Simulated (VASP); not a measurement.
# Ni (Fm-3m) in VASP: single point with PBE

Aim: the single point of Ni with PBE.

All numbers are computed with VASP 6.6.1; they aren't measurements. Logs are shortened: lines on timing, memory, paths and dates and some standing lists are left out, and cuts for length are marked.

## (1) The cell of the first run

The structure is cubic, space group Fm-3m (No. 225). Conventional cell: a = 3.540 Å, b = 3.540 Å, c = 3.540 Å, α = 90.00°, β = 90.00°, γ = 90.00°. Within 3.3 Å of Ni (site symmetry m-3m) lie 12 Ni at 2.50 Å.

## (2) Single point, PBE, collinear spin, antiferromagnetic start

Input file INCAR:

```
SYSTEM = Ni
ALGO = Normal
EDIFF = 1E-6
ENCUT = 520
GGA = PE
ISIF = 2
ISMEAR = -1
ISPIN = 2
ISYM = 0
LASPH = .TRUE.
LCHARG = .FALSE.
LMAXMIX = 4
LORBIT = 11
LREAL = .FALSE.
LWAVE = .FALSE.
MAGMOM = 2 -2
NBANDS = 21
NELM = 150
PREC = Accurate
SIGMA = 0.1
```

Input file KPOINTS:

```
k-points
0
G
  13 13 7
  0 0 0
```

Input file POSCAR:

```
Ni
1.0
    0.0000000000      1.7699333300      1.7699333300
    1.7699333300      0.0000000000      1.7699333300
    3.5398666700      3.5398666700      0.0000000000
Ni
2
Direct
    0.0000000000      0.0000000000      0.0000000000
    0.0000000000      0.0000000000      0.5000000000
```

Potentials or basis: VASP PAW PBE potentials, release 64 (Ni).

Command:

```console
$ cat potpaw_PBE.64/Ni/POTCAR > POTCAR
$ mpirun -np 1 vasp_std > vasp.out
```

OUTCAR:

```text
SYSTEM = Ni
   EDIFF = 1E-6
   ENCUT = 520
   GGA = PE
   ISIF = 2
   ISMEAR = -1
   ISPIN = 2
   ISYM = 0
   LASPH = .TRUE.
   LORBIT = 11
   LREAL = .FALSE.
   NELM = 150
   PREC = Accurate

 ion  position               nearest neighbor table
   1  0.000  0.000  0.000-   2 2.50   2 2.50   2 2.50   2 2.50   2 2.50   2 2.50
   2  0.000  0.000  0.500-   1 2.50   1 2.50   1 2.50   1 2.50   1 2.50   1 2.50

IMPORTANT INFORMATION: All symmetrisations will be switched off!
NOSYMM: (Re-)initialisation of all symmetry stuff for point group C_1.

----------------------------------------------------------------------------------------

                                     Primitive cell

  volume of cell :      22.1784

  direct lattice vectors                    reciprocal lattice vectors
     0.000000000  1.769933330  1.769933330    -0.282496516  0.282496516  0.282496516
     1.769933330  0.000000000  1.769933330     0.282496516 -0.282496516  0.282496516
     3.539866670  3.539866670  0.000000000     0.141248258  0.141248258 -0.141248258

  length of vectors
     2.503063720  2.503063720  5.006127454     0.489298319  0.489298319  0.244649159

  position of ions in fractional coordinates (direct lattice)
     0.000000000  0.000000000  0.000000000
     0.000000000  0.000000000  0.500000000

  ion indices of the primitive-cell ions
   primitive index   ion index
                 1           1
                 2           2

----------------------------------------------------------------------------------------

 KPOINTS: k-points

Automatic generation of k-mesh.
 Grid dimensions read from file:
 generate k-points for:   13   13    7

 Generating k-lattice:

  Cartesian coordinates                     Fractional coordinates (reciprocal lattice)
    -0.021730501  0.021730501  0.021730501     0.076923077  0.000000000  0.000000000
     0.021730501 -0.021730501  0.021730501     0.000000000  0.076923077  0.000000000
     0.020178323  0.020178323 -0.020178323     0.000000000  0.000000000  0.142857143

  Length of vectors
     0.037638332  0.037638332  0.034949880

  Shift w.r.t. Gamma in fractional coordinates (k-lattice)
     0.000000000  0.000000000  0.000000000

 -----------------------------------------------------------------------------
|                                                                             |
|           W    W    AA    RRRRR   N    N  II  N    N   GGGG   !!!           |
|           W    W   A  A   R    R  NN   N  II  NN   N  G    G  !!!           |
|           W    W  A    A  R    R  N N  N  II  N N  N  G       !!!           |
|           W WW W  AAAAAA  RRRRR   N  N N  II  N  N N  G  GGG   !            |
|           WW  WW  A    A  R   R   N   NN  II  N   NN  G    G                |
|           W    W  A    A  R    R  N    N  II  N    N   GGGG   !!!           |
|                                                                             |
|     Your reciprocal lattice and k-lattice belong to different lattice       |
|     classes:                                                                |
|                                                                             |
|        The reciprocal lattice is rhombohedral (trigonal),                   |
|        whereas your k-lattice is base-centered monoclinic.                  |
|                                                                             |
|     Results are often still useful ...                                      |
|                                                                             |
 -----------------------------------------------------------------------------

 WARNING: IBZKPT: internal override: KBLOWUP is changed to .FALSE.
      ... skipping the blow-up phase ...

 Subroutine IBZKPT returns following result:
 ===========================================

 Found    592 irreducible k-points:

 Following reciprocal coordinates:
            Coordinates               Weight
  0.000000  0.000000  0.000000      1.000000
  0.076923  0.000000  0.000000      2.000000
  0.153846  0.000000  0.000000      2.000000
  0.230769  0.000000  0.000000      2.000000
  0.307692  0.000000  0.000000      2.000000
  0.384615  0.000000  0.000000      2.000000
[... 16 lines left out ...]
  0.153846  0.153846  0.000000      2.000000
  0.230769  0.153846  0.000000      2.000000
 [... further k-points ...]
   k-points           NKPTS =    592   k-points in BZ     NKDIM =    592   number of bands    NBANDS=     21
   number of dos      NEDOS =    301   number of ions     NIONS =      2
   total plane-waves  NPLWV =  16000
   dimension x,y,z NGX =    20 NGY =   20 NGZ =   40
   dimension x,y,z NGXF=    40 NGYF=   40 NGZF=   80
   ions per type =               2
   NGX,Y,Z   is equivalent  to a cutoff of  13.28, 13.28, 13.28 a.u.
   NGXF,Y,Z  is equivalent  to a cutoff of  26.57, 26.57, 26.57 a.u.
 SYSTEM =  Ni
   PREC   = accura    normal or accurate (medium, high low for compatibility)
   ISTART =      0    job   : 0-new  1-cont  2-samecut
   ICHARG =      2    charge: 1-file 2-atom 10-const
   ISPIN  =      2    spin polarized calculation?
   LNONCOLLINEAR =      F non collinear calculations
   LSORBIT =      F    spin-orbit coupling
   LASPH  =      T    aspherical Exc in radial PAW
   ENCUT  =  520.0 eV  38.22 Ry    6.18 a.u.   4.65  4.65  9.31*2*pi/ulx,y,z
   NELM   =    150;   NELMIN=  2; NELMDL= -5     # of ELM steps
   EDIFF  = 0.1E-05   stopping-criterion for ELM
   LREAL  =      F    real-space projection
   EDIFFG = 0.1E-04   stopping-criterion for IOM
   NSW    =      0    number of steps for IOM
   IBRION =     -1    ionic relax: 0-MD 1-quasi-New 2-CG
   NFREE  =      0    steps in history (QN), initial steepest desc. (CG)
   ISIF   =      2    stress and relaxation
   ISYM   =      0    0-nonsym 1-usesym 2-fastsym
   POTIM  = 0.5000    time-step for ionic-motion
   TEBEG  =    0.0;   TEEND  =   0.0 temperature during run
   PSTRESS=    0.0 pullay stress
   NELECT =      20.0000    total number of electrons
   NUPDOWN=      -1.0000    fix difference up-down
   EMIN   =  10.00;   EMAX   =-10.00  energy-range for DOS
   EFERMI =   0.00;   METHOD = LEGACY
   ISMEAR =    -1;   SIGMA  =   0.10  broadening in eV -4-tet -1-fermi 0-gaus
   EFERMI_NEDOS =   21; number of points for ismear=-14 and -15
   IALGO  =     38    algorithm
   IMIX   =      4    mixing-type and parameters
     AMIX     =   0.40;   BMIX     =  1.00
     AMIX_MAG =   1.60;   BMIX_MAG =  1.00
  volume/ion in A,a.u.               =      11.09        74.83
  Fermi-wavevector in a.u.,A,eV,Ry     =   1.581641  2.988868 34.036176  2.501588
  Thomas-Fermi vector in A             =   2.681686
   LORBIT       =     11    0 simple, 1 ext, 2 COOP (PROOUT), +10 PAW based schemes
   GGA     = PE    functional components
   LHFCALC =     F    Hartree Fock is set to
   AEXX    =    0.0000 exact exchange contribution
   IVDW    =     0    specifies the selected vdW correction
   LEPSILON=     F    determine dielectric tensor
   LRPA    =     F    only Hartree local field effects (RPA)
 spin polarized calculation
  energy-cutoff  :      520.00
  volume of cell :       22.18
 maximum number of plane-waves:       609
   NGX =  9   NGY =  9   NGZ = 19

 number of electron      20.0000019 magnetization       0.0000766

 number of electron      20.0000019 magnetization      -0.0000249

 Free energy of the ion-electron system (eV)
  ---------------------------------------------------
  ext. energy  EPLUGINS =         0.00000000
  ---------------------------------------------------
  free energy    TOTEN  =       -10.92184215 eV

  energy without entropy =      -10.73910678  energy(sigma->0) =      -10.83047447

 E-fermi :   8.9428     XC(G=0): -13.1422

 val. band max:        8.9419905874   @ k =  -0.2308   0.4615   0.0000
 cond. band min:       8.9428311973   @ k =  -0.3077   0.1538   0.4286
 fundamental gap:      0.0008406100
 Fermi energy:         8.9427977059

 spin component 1

 k-point     1 :       0.0000    0.0000    0.0000
  band No.  band energies     occupation
      1       0.2130      1.00000
      2       4.6108      1.00000
      3       7.0744      1.00000
      4       7.0748      1.00000
      5       7.1208      1.00000
      6       7.1215      1.00000
[... 13 lines left out ...]
     20      36.3737      0.00000
     21      36.3745      0.00000

 k-point     2 :       0.0769    0.0000    0.0000
  band No.  band energies     occupation
      1       0.4409      1.00000
      2       4.7301      1.00000
      3       6.9688      1.00000
      4       7.0606      1.00000
      5       7.1656      1.00000
      6       7.1715      1.00000
[... 520 lines left out ...]
 k-point    24 :       0.2308    0.1538    0.0000
  band No.  band energies     occupation
      1       2.1539      1.00000
      2       5.0622      1.00000
      3       6.4758      1.00000
      4       6.5216      1.00000
      5       6.7353      1.00000
      6       7.4675      1.00000
[... 13 lines left out ...]
     20      34.9020      0.00000
     21      37.1202      0.00000

 [... further k-points ...]

 spin component 2

 k-point     1 :       0.0000    0.0000    0.0000
  band No.  band energies     occupation
      1       0.2130      1.00000
      2       4.6108      1.00000
      3       7.0744      1.00000
      4       7.0747      1.00000
      5       7.1208      1.00000
      6       7.1215      1.00000
[... 13 lines left out ...]
     20      36.3742      0.00000
     21      36.3745      0.00000

 k-point     2 :       0.0769    0.0000    0.0000
  band No.  band energies     occupation
      1       0.4409      1.00000
      2       4.7300      1.00000
      3       6.9687      1.00000
      4       7.0606      1.00000
      5       7.1655      1.00000
      6       7.1715      1.00000
[... 520 lines left out ...]
 k-point    24 :       0.2308    0.1538    0.0000
  band No.  band energies     occupation
      1       2.1539      1.00000
      2       5.0622      1.00000
      3       6.4758      1.00000
      4       6.5216      1.00000
      5       6.7352      1.00000
      6       7.4675      1.00000
[... 13 lines left out ...]
     20      34.9020      0.00000
     21      37.1202      0.00000

 [... further k-points ...]

------------------------ aborting loop because EDIFF is reached ----------------------------------------

  FORCE on cell =-STRESS in cart. coord.  units (eV):
  Direction    XX          YY          ZZ          XY          YZ          ZX
  --------------------------------------------------------------------------------------
  -------------------------------------------------------------------------------------
  Total       -0.5396579     -0.5396582     -0.5510748     -0.0052656     -0.0045535     -0.0045526
  in kB      -38.9850802    -38.9850988    -39.8098411     -0.3803920     -0.3289434     -0.3288818
  external PRESSURE =     -39.2600067 kB  Pullay stress =       0.0000000 kB

 VOLUME and BASIS-vectors are now :
 -----------------------------------------------------------------------------
  energy-cutoff  :      520.00
  volume of cell :       22.18
      direct lattice vectors                 reciprocal lattice vectors
     0.000000000  1.769933330  1.769933330    -0.282496516  0.282496516  0.282496516
     1.769933330  0.000000000  1.769933330     0.282496516 -0.282496516  0.282496516
     3.539866670  3.539866670  0.000000000     0.141248258  0.141248258 -0.141248258

 POSITION                                       TOTAL-FORCE (eV/Angst)
 -----------------------------------------------------------------------------------
      0.00000      0.00000      0.00000         0.000000      0.000000      0.000000
      1.76993      1.76993      0.00000        -0.000000     -0.000000     -0.000000
 -----------------------------------------------------------------------------------
    total drift:                                0.000000     -0.000001     -0.000000

  FREE ENERGIE OF THE ION-ELECTRON SYSTEM (eV)
  ---------------------------------------------------
  free  energy   TOTEN  =       -10.9218421488 eV

  energy  without entropy=      -10.7391067824  energy(sigma->0) =      -10.83047447

 total charge

# of ion       s       p       d       tot
------------------------------------------
    1        0.486   0.477   8.316   9.279
    2        0.486   0.477   8.316   9.279
--------------------------------------------------
tot          0.973   0.954  16.631  18.558

 magnetization (x)

# of ion       s       p       d       tot
------------------------------------------
    1       -0.000   0.000   0.000   0.000
    2        0.000  -0.000  -0.000  -0.000
--------------------------------------------------
tot          0.000   0.000  -0.000  -0.000
```

Run time: 16 min. Hardware: 1 thread of Intel Xeon Platinum 8488C (Sapphire Rapids), shared host; peak memory 0.46 GiB.

Results:

```
Free energy                                           : -10.9218 eV
Pressure                                              : -3.9 GPa
Band gap on the k mesh                                : zero (filled and empty bands overlap)
Net moment                                            : 0.00 μB per cell
Valence electrons inside the program's atomic spheres : Ni 9.28
```

Caveat: the cell stands under tension.
